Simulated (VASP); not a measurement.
Wanted: the native input for a VASP 6.6.1 run.

* Task: single point
* Functional: PBE
* Potentials or basis: VASP PAW PBE potentials, release 64 (Ir)
* Cutoff: 520 eV
* k mesh: 11 × 11 × 6
* Occupations: fermi-dirac, width 0.05 eV
* Spin: no spin polarisation
* Dipole correction: no
* Further INCAR settings: ALGO = Normal; EDIFF = 1e-06; NBANDS = 16

The structure of Ir lies in POSCAR:

```
Ir
1.0
    2.6322519941      0.0000000000      0.0000000000
   -1.3161259970      2.2795970960      0.0000000000
    0.0000000000      0.0000000000      4.2781867364
Ir
2
Direct
    0.3333333333      0.6666666667      0.2500000000
    0.6666666667      0.3333333333      0.7500000000
```

One way to write it, as run:

INCAR

```
PREC = Accurate
ENCUT = 520
EDIFF = 1E-6
ISMEAR = -1
SIGMA = 0.05
LREAL = F
LASPH = T
NELM = 80
ALGO = Normal
ISIF = 2
LWAVE = F
LCHARG = F
GGA = PE
NBANDS = 16
```

KPOINTS

```
Automatic mesh
0
Gamma
  11 11 6
```

Potentials or basis: VASP PAW PBE potentials, release 64 (Ir).

Run with:

```sh
$ cat potpaw_PBE.64/Ir/POTCAR > POTCAR
$ mpirun -np 1 vasp_std > vasp.out
```

Results of the run:

```json
{
 "Pressure": "61.5 GPa",
 "Band gap on the k mesh": "zero (band 9 reaches 13.49 eV, above the bottom of band 10 at 9.69 eV)"
}
```

Caveat: spin-orbit coupling is left out, which moves the levels of the heavy elements.

It took 9.6 s on 1 thread of Intel(R) Xeon(R) 6975P-C (Granite Rapids), with other jobs on the host, peak memory 0.15 GiB.
